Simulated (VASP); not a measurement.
# Ga2O3 (C2/m) in VASP: further runs

Ga2O3 is run at these levels: PBE, LDA, r2SCAN; tasks: single point.

Everything below comes from runs of VASP 6.6.1. Logs are shortened: lines on timing, memory, paths and dates and some standing lists are left out, and cuts for length are marked.

## (1) The cell of the first run

The structure is monoclinic, space group C2/m (No. 12). The conventional cell has a = 12.452 Å, b = 3.084 Å, c = 5.877 Å, α = 90.00°, β = 103.70°, γ = 90.00°. Ga (site symmetry m) has 4 O at 1.86 to 1.89 Å within 2.5 Å. Ga (site symmetry m) has 6 O at 1.97 to 2.11 Å within 2.6 Å. O (site symmetry m) has 3 Ga at 1.86 to 1.97 Å within 2.5 Å. O (site symmetry m) has 4 Ga at 1.89 to 2.11 Å within 2.5 Å. Within 2.5 Å of O (site symmetry m) lie 3 Ga at 1.86 to 1.97 Å.

## (2) Single point, PBE

Input file INCAR:

```
PREC = Accurate
ENCUT = 520
EDIFF = 1E-6
ISMEAR = -1
SIGMA = 0.02
LREAL = False
LASPH = True
NELM = 60
ALGO = Normal
ISIF = 2
LWAVE = False
LCHARG = False
GGA = PE
NBANDS = 55
```

Input file KPOINTS:

```
regular mesh
0
Gamma
  8 8 4
```

Input file POSCAR:

```
Ga2O3
1.0
    6.2261266298     -1.5417718838      0.0112164603
    6.2261266298      1.5417718838      0.0112164603
   -1.4026843956      0.0000000000      5.7075296551
Ga O
4 6
Direct
    0.0899373047      0.0899373047      0.7947196834
    0.9100626953      0.9100626953      0.2052803166
    0.6585045073      0.6585045073      0.3141213859
    0.3414954927      0.3414954927      0.6858786141
    0.1635405102      0.1635405102      0.1091761176
    0.8364594898      0.8364594898      0.8908238824
    0.1736928847      0.1736928847      0.5643127250
    0.8263071153      0.8263071153      0.4356872750
    0.4960120220      0.4960120220      0.2566442879
    0.5039879780      0.5039879780      0.7433557121
```

Potentials or basis: VASP PAW PBE potentials, release 64 (Ga_d, O).

Command:

```console
$ cat potpaw_PBE.64/Ga_d/POTCAR potpaw_PBE.64/O/POTCAR > POTCAR
$ mpirun -np 1 vasp_std > vasp.out
```

OUTCAR:

```text
PREC = Accurate
   ENCUT = 520
   EDIFF = 1E-6
   ISMEAR = -1
   LREAL = False
   LASPH = True
   NELM = 60
   ISIF = 2
   GGA = PE

 ion  position               nearest neighbor table
   1  0.090  0.090  0.795-   5 1.86  10 1.86  10 1.86   7 1.89
   2  0.910  0.910  0.205-   6 1.86   9 1.86   9 1.86   8 1.89
   3  0.659  0.659  0.314-   5 1.97   5 1.97   9 1.97   8 2.04   7 2.11   7 2.11
   4  0.341  0.341  0.686-   6 1.97   6 1.97  10 1.97   7 2.04   8 2.11   8 2.11
   5  0.164  0.164  0.109-   1 1.86   3 1.97   3 1.97
   6  0.836  0.836  0.891-   2 1.86   4 1.97   4 1.97
   7  0.174  0.174  0.564-   1 1.89   4 2.04   3 2.11   3 2.11
   8  0.826  0.826  0.436-   2 1.89   3 2.04   4 2.11   4 2.11
   9  0.496  0.496  0.257-   2 1.86   2 1.86   3 1.97
  10  0.504  0.504  0.743-   1 1.86   1 1.86   4 1.97

  LATTYP: Found a base centered monoclinic cell.
 ALAT       =    12.4522734662
 B/A-ratio  =     0.2476289792
 C/A-ratio  =     0.4719913135
 COS(beta)  =    -0.2369088797

  Lattice vectors:

 A1 = (   6.2261266298,  -1.5417718838,   0.0112164603)
 A2 = (   6.2261266298,   1.5417718838,   0.0112164603)
 A3 = (  -1.4026843956,   0.0000000000,   5.7075296551)

Analysis of symmetry for initial positions (statically):
=====================================================================
 Subroutine PRICEL returns:
 Original cell was already a primitive cell.

 Routine SETGRP: Setting up the symmetry group for a
 base centered monoclinic supercell.

 Subroutine GETGRP returns: Found  4 space group operations
 (whereof  4 operations were pure point group operations)
 out of a pool of  4 trial point group operations.

The static configuration has the point symmetry C_2h.

Analysis of symmetry for dynamics (positions and initial velocities):
=====================================================================
 Subroutine PRICEL returns:
 Original cell was already a primitive cell.

 Routine SETGRP: Setting up the symmetry group for a
 base centered monoclinic supercell.

 Subroutine GETGRP returns: Found  4 space group operations
 (whereof  4 operations were pure point group operations)
 out of a pool of  4 trial point group operations.

The dynamic configuration has the point symmetry C_2h.

 Subroutine INISYM returns: Found  4 space group operations
 (whereof  4 operations are pure point group operations),
 and found     1 'primitive' translations

[... 117 lines left out ...]
   ISYM   =      2    0-nonsym 1-usesym 2-fastsym
   POTIM  = 0.5000    time-step for ionic-motion
   TEBEG  =    0.0;   TEEND  =   0.0 temperature during run
   PSTRESS=    0.0 pullay stress
   NELECT =      88.0000    total number of electrons
   NUPDOWN=      -1.0000    fix difference up-down
   EMIN   =  10.00;   EMAX   =-10.00  energy-range for DOS
   EFERMI =   0.00;   METHOD = LEGACY
   ISMEAR =    -1;   SIGMA  =   0.02  broadening in eV -4-tet -1-fermi 0-gaus
   EFERMI_NEDOS =   21; number of points for ismear=-14 and -15
   IALGO  =     38    algorithm
   IMIX   =      4    mixing-type and parameters
     AMIX     =   0.40;   BMIX     =  1.00
     AMIX_MAG =   1.60;   BMIX_MAG =  1.00
  volume/ion in A,a.u.               =      10.96        73.98
  Fermi-wavevector in a.u.,A,eV,Ry     =   1.521480  2.875180 31.496143  2.314901
  Thomas-Fermi vector in A             =   2.630189
   LORBIT       =      0    0 simple, 1 ext, 2 COOP (PROOUT), +10 PAW based schemes
   GGA     = PE    functional components
   LHFCALC =     F    Hartree Fock is set to
   AEXX    =    0.0000 exact exchange contribution
   IVDW    =     0    specifies the selected vdW correction
   LEPSILON=     F    determine dielectric tensor
   LRPA    =     F    only Hartree local field effects (RPA)
 non-spin polarized calculation
  energy-cutoff  :      520.00
  volume of cell :      109.62
 maximum number of plane-waves:      2970
   NGX = 23   NGY = 23   NGZ = 21

 number of electron      87.9999987 magnetization

 Free energy of the ion-electron system (eV)
  ---------------------------------------------------
  ext. energy  EPLUGINS =         0.00000000
  ---------------------------------------------------
  free energy    TOTEN  =       -59.67790673 eV

  energy without entropy =      -59.67790673  energy(sigma->0) =      -59.67790673

 E-fermi :   3.8636     XC(G=0): -11.3748

 val. band max:        3.4356038243   @ k =   0.5000   0.3750   0.5000
 cond. band min:       5.4369608051   @ k =   0.0000   0.0000   0.0000
 fundamental gap:      2.0013569807
 Fermi energy:         3.8635955215

 k-point     1 :       0.0000    0.0000    0.0000
  band No.  band energies     occupation
      1     -15.1855      2.00000
      2     -14.1275      2.00000
      3     -14.0973      2.00000
      4     -13.9935      2.00000
      5     -13.5514      2.00000
      6     -13.5453      2.00000
[... 1381 lines left out ...]
     54      13.9111      0.00000
     55      15.0677      0.00000

 [... further k-points ...]

------------------------ aborting loop because EDIFF is reached ----------------------------------------

  FORCE on cell =-STRESS in cart. coord.  units (eV):
  Direction    XX          YY          ZZ          XY          YZ          ZX
  --------------------------------------------------------------------------------------
  -------------------------------------------------------------------------------------
  Total        0.3819423      0.4643381      0.3898022      0.0000000      0.0000000      0.0193237
  in kB        5.5821283      6.7863523      5.6970028      0.0000000      0.0000000      0.2824175
  external PRESSURE =       6.0218278 kB  Pullay stress =       0.0000000 kB

 VOLUME and BASIS-vectors are now :
 -----------------------------------------------------------------------------
  energy-cutoff  :      520.00
  volume of cell :      109.62
      direct lattice vectors                 reciprocal lattice vectors
     6.226126630 -1.541771884  0.011216460     0.080271211 -0.324302191  0.019727480
     6.226126630  1.541771884  0.011216460     0.080271211  0.324302191  0.019727480
    -1.402684396  0.000000000  5.707529655    -0.000315499  0.000000000  0.175129612

 POSITION                                       TOTAL-FORCE (eV/Angst)
 -----------------------------------------------------------------------------------
      0.00518      0.00000      4.53790         0.001137      0.000000      0.004803
     11.04439      0.00000      1.19206        -0.001137      0.000000     -0.004803
      7.75925      0.00000      1.80763        -0.010124      0.000000     -0.001323
      3.29032      0.00000      3.92233         0.010124      0.000000      0.001323
      1.88331      0.00000      0.62679         0.019939      0.000000     -0.013975
      9.16626      0.00000      5.10317        -0.019939      0.000000      0.013975
      1.37132      0.00000      3.22473        -0.009390      0.000000     -0.003147
      9.67825      0.00000      2.50523         0.009390      0.000000      0.003147
      5.81648      0.00000      1.47593         0.004698      0.000000      0.006766
      5.23309      0.00000      4.25403        -0.004698      0.000000     -0.006766
 -----------------------------------------------------------------------------------
    total drift:                                0.000000      0.000000     -0.000000

  FREE ENERGIE OF THE ION-ELECTRON SYSTEM (eV)
  ---------------------------------------------------
  free  energy   TOTEN  =       -59.6779067264 eV

  energy  without entropy=      -59.6779067264  energy(sigma->0) =      -59.67790673
```

OSZICAR:

```text
N       E                     dE             d eps       ncg     rms          rms(c)
DAV:   1     0.119497054385E+04    0.11950E+04   -0.40220E+04 10221   0.290E+03
DAV:   2     0.192516359530E+03   -0.10025E+04   -0.93970E+03  8836   0.804E+02
DAV:   3    -0.483437368652E+02   -0.24086E+03   -0.23344E+03  9864   0.255E+02
DAV:   4    -0.681323937322E+02   -0.19789E+02   -0.19556E+02 10673   0.789E+01
DAV:   5    -0.688374049090E+02   -0.70501E+00   -0.70350E+00 11051   0.152E+01    0.175E+01
DAV:   6    -0.595761033940E+02    0.92613E+01   -0.31297E+01 15607   0.599E+01    0.501E+00
DAV:   7    -0.597320444863E+02   -0.15594E+00   -0.31666E+00  9608   0.100E+01    0.349E+00
DAV:   8    -0.597110163607E+02    0.21028E-01   -0.56458E-01 12369   0.737E+00    0.134E+00
DAV:   9    -0.596759140156E+02    0.35102E-01   -0.14926E-01 12649   0.523E+00    0.266E-01
DAV:  10    -0.596773841751E+02   -0.14702E-02   -0.22937E-02 11002   0.111E+00    0.162E-01
DAV:  11    -0.596778260570E+02   -0.44188E-03   -0.26656E-03 10842   0.702E-01    0.870E-02
DAV:  12    -0.596778921299E+02   -0.66073E-04   -0.76391E-04 11319   0.440E-01    0.193E-02
DAV:  13    -0.596779050013E+02   -0.12871E-04   -0.14980E-04 13177   0.918E-02    0.749E-03
DAV:  14    -0.596779074840E+02   -0.24827E-05   -0.20454E-05  9411   0.553E-02    0.925E-03
DAV:  15    -0.596779067264E+02    0.75759E-06   -0.86915E-06 11289   0.266E-02
   1 F= -.59677907E+02 E0= -.59677907E+02  d E =-.234901E-10
```

stdout:

```text
POSCAR found type information on POSCAR GaO
 POSCAR found :  2 types and      10 ions
 scaLAPACK will be used
 LDA part: xc-table for (Slater+PW92), standard interpolation
 POSCAR, INCAR and KPOINTS ok, starting setup
 FFT: planning ... GRIDC
 FFT: planning ... GRID_SOFT
 FFT: planning ... GRID
 WAVECAR not read
 entering main loop
```

Wall time 23 min (1 thread of Intel Xeon 8259CL, shared host); peak memory 0.54 GiB.

What came out:

```yaml
Free_energy: -59.6779 eV
Pressure: 0.6 GPa
Largest_force: 0.024 eV/Å
Band_gap_on_the_k_mesh: 2.00 eV (least direct gap 2.02 eV)
```

Forces in eV/Å, atoms in the order of the input:
```
Ga   0.001  0.000  0.005
Ga  -0.001  0.000 -0.005
Ga  -0.010  0.000 -0.001
Ga   0.010  0.000  0.001
O    0.020  0.000 -0.014
O   -0.020  0.000  0.014
O   -0.009  0.000 -0.003
O    0.009  0.000  0.003
O    0.005  0.000  0.007
O   -0.005  0.000 -0.007
```

Stress tensor (GPa, compression positive):
```
0.56 0.00 0.03
0.00 0.68 0.00
0.03 0.00 0.57
```

Levels at points of the mesh, in eV from the valence-band top:
```csv
k point,band 42,band 43,band 44,band 45,band 46,band 47
"(0.00, 0.00, 0.00)",-0.46,-0.28,-0.02,2.00,5.36,6.28
"(0.50, 0.00, 0.00)",-0.69,-0.47,-0.09,5.34,6.14,6.81
"(0.50, 0.50, 0.00)",-0.67,-0.42,-0.13,4.18,4.41,5.62
"(0.00, 0.00, 0.50)",-0.59,-0.53,-0.29,4.35,4.55,6.28
"(0.50, 0.00, 0.50)",-0.97,-0.69,-0.61,6.47,6.53,7.46
"(0.50, 0.50, 0.50)",-0.63,-0.58,-0.01,4.75,4.97,5.81
```

A k mesh can miss the band edges. A hybrid or GW would open this gap; PBE tends to underestimate it.

## (3) Single point, LDA

This run uses another cell than the first one, of 10.50 Å³/atom.

Input file INCAR:

```
PREC = Accurate
ENCUT = 520
EDIFF = 1E-7
ISMEAR = 0
SIGMA = 0.01
LREAL = F
LASPH = T
NELM = 60
ALGO = Normal
ISIF = 2
LWAVE = F
LCHARG = F
GGA = CA
NBANDS = 55
```

KPOINTS is that of step 2.

Input file POSCAR:

```
Ga2O3
1.0
    6.1273162769     -1.5195702949      0.0024226248
    6.1273162769      1.5195702949      0.0024226248
   -1.3883630900      0.0000000000      5.6399861766
Ga O
4 6
Direct
    0.0905077042      0.0905077042      0.7947690574
    0.9094922958      0.9094922958      0.2052309426
    0.6587425296      0.6587425296      0.3144411419
    0.3412574704      0.3412574704      0.6855588581
    0.1642078127      0.1642078127      0.1091294885
    0.8357921873      0.8357921873      0.8908705115
    0.1733453343      0.1733453343      0.5635363168
    0.8266546657      0.8266546657      0.4364636832
    0.4962966924      0.4962966924      0.2562516319
    0.5037033076      0.5037033076      0.7437483681
```

Potentials or basis: VASP PAW LDA potentials, release 64 (Ga_d, O).

Command:

```console
$ cat potpaw_LDA.64/Ga_d/POTCAR potpaw_LDA.64/O/POTCAR > POTCAR
$ mpirun -np 1 vasp_std > vasp.out
```

Wall time 22 min (1 thread of Intel Xeon 8259CL, shared host); peak memory 0.47 GiB.

It converged, with:

```
Free energy            : -68.2130 eV
Pressure               : -3.5 GPa
Largest force          : 0.102 eV/Å
Band gap on the k mesh : 2.28 eV (least direct gap 2.30 eV)
```

Forces on the atoms (eV/Å):
```
Ga  -0.049  0.000  0.005
Ga   0.049  0.000 -0.005
Ga  -0.027  0.000 -0.019
Ga   0.027  0.000  0.019
O   -0.015  0.000  0.079
O    0.015  0.000 -0.079
O    0.079  0.000 -0.066
O   -0.079  0.000  0.066
O    0.002  0.000  0.017
O   -0.002  0.000 -0.017
```

Stress tensor (GPa, compression positive):
```
-3.43  0.00  0.08
 0.00 -3.31  0.00
 0.08  0.00 -3.74
```

Levels at points of the mesh, in eV from the valence-band top:
| k point | band 42 | band 43 | band 44 | band 45 | band 46 | band 47 |
| --- | --- | --- | --- | --- | --- | --- |
| (0.00, 0.00, 0.00) | -0.49 | -0.29 | -0.02 | 2.28 | 5.50 | 6.52 |
| (0.50, 0.00, 0.00) | -0.74 | -0.48 | -0.11 | 5.39 | 6.31 | 7.03 |
| (0.50, 0.50, 0.00) | -0.69 | -0.43 | -0.15 | 4.40 | 4.67 | 5.60 |
| (0.00, 0.00, 0.50) | -0.66 | -0.52 | -0.30 | 4.63 | 4.76 | 6.55 |
| (0.50, 0.00, 0.50) | -1.06 | -0.75 | -0.66 | 6.67 | 6.71 | 7.62 |
| (0.50, 0.50, 0.50) | -0.63 | -0.61 | -0.01 | 5.04 | 5.16 | 6.06 |

Caveat: the cell stands under tension.

## (4) Single point, r2SCAN

This run uses another cell than the first one, of 10.50 Å³/atom.

POSCAR is that of step 3.

Input file INCAR.step1:

```
SYSTEM = Ga2O3
PREC = Accurate
ENCUT = 520
ISMEAR = -1
SIGMA = 0.02
LREAL = .False.
LASPH = .True.
NELM = 80
NBANDS = 55
GGA = PE
ALGO = Normal
EDIFF = 1E-4
LWAVE = .True.
LCHARG = .False.
```

Input file INCAR.step2:

```
SYSTEM = Ga2O3
PREC = Accurate
ENCUT = 520
EDIFF = 1E-7
ISMEAR = -1
SIGMA = 0.02
LREAL = .False.
LASPH = .True.
NELM = 80
ALGO = Normal
ISIF = 2
LWAVE = .False.
LCHARG = .False.
METAGGA = R2SCAN
LMIXTAU = .True.
NBANDS = 55
ISTART = 1
```

Input file KPOINTS:

```
Automatic mesh
0
Gamma
  8 8 4
  0 0 0
```

Potentials or basis: VASP PAW PBE potentials, release 64 (Ga_d, O).

Command:

```console
$ cat potpaw_PBE.64/Ga_d/POTCAR potpaw_PBE.64/O/POTCAR > POTCAR
$ cp INCAR.step1 INCAR
$ mpirun -np 1 vasp_std > vasp.out
$ cp INCAR.step2 INCAR
$ mpirun -np 1 vasp_std > vasp.out
```

It took 58 min on 1 thread of Oxide Virtual Turin-like, shared host; peak memory 0.53 GiB.

It converged, with:

```yaml
Free_energy: -102.4418 eV
Pressure: 1.9 GPa
Largest_force: 0.083 eV/Å
Band_gap_on_the_k_mesh: 3.01 eV (least direct gap 3.04 eV)
```

Forces on the atoms (eV/Å):
```
Ga   0.019  0.000 -0.002
Ga  -0.019  0.000  0.002
Ga  -0.015  0.000  0.050
Ga   0.015  0.000 -0.050
O    0.063  0.000  0.035
O   -0.063  0.000 -0.035
O    0.030  0.000 -0.055
O   -0.030  0.000  0.055
O    0.077  0.000  0.029
O   -0.077  0.000 -0.029
```

Stress tensor (GPa, compression positive):
```
1.73 0.00 0.05
0.00 2.05 0.00
0.05 0.00 1.77
```

Levels at points of the mesh, in eV from the valence-band top:
```tsv
k point	band 41	band 42	band 43	band 44	band 45	band 46	band 47	band 48
(0.00, 0.00, 0.00)	-0.67	-0.48	-0.27	-0.02	3.01	6.38	7.43	7.53
(0.50, 0.00, 0.00)	-0.75	-0.72	-0.45	-0.15	6.34	7.28	8.00	8.25
(0.50, 0.50, 0.00)	-0.68	-0.65	-0.42	-0.17	5.16	5.44	6.53	7.35
(0.00, 0.00, 0.50)	-0.66	-0.64	-0.47	-0.30	5.40	5.53	7.47	7.99
(0.50, 0.00, 0.50)	-1.13	-1.06	-0.73	-0.67	7.64	7.68	8.59	8.78
(0.50, 0.50, 0.50)	-0.62	-0.60	-0.59	-0.01	5.85	5.96	6.94	7.30
```

Caveat: the PAW data sets were made with another functional, which shifts forces and pressure a little.

## (5) The runs side by side

```csv
level,potentials or basis,cell,smearing,gap on the mesh (eV),pressure (GPa),largest force (eV/Å)
PBE,"VASP PAW PBE potentials, release 64 (Ga_d, O)","a = 6.414, b = 6.414, c = 5.877 Å, angles 103.3, 103.3, 27.8°, 10 atoms, atomic positions A",fermi-dirac 0.02 eV,2.00,0.6,0.02
LDA,"VASP PAW LDA potentials, release 64 (Ga_d, O)","a = 6.313, b = 6.313, c = 5.808 Å, angles 103.4, 103.4, 27.9°, 10 atoms, atomic positions B",gaussian 0.01 eV,2.28,-3.5,0.10
r2SCAN,"VASP PAW PBE potentials, release 64 (Ga_d, O)","a = 6.313, b = 6.313, c = 5.808 Å, angles 103.4, 103.4, 27.9°, 10 atoms, atomic positions B",fermi-dirac 0.02 eV,3.01,1.9,0.08
```

Alike in all rows: task single point; no spin polarisation; k mesh 8 × 8 × 4; cutoff (eV) 520.

Caveats: the cell stands under tension (at least some runs); the PAW data sets were made with another functional, which shifts forces and pressure a little (at least some runs).

Total energies depend on the potentials used, so only differences within one code and one set of settings carry meaning.
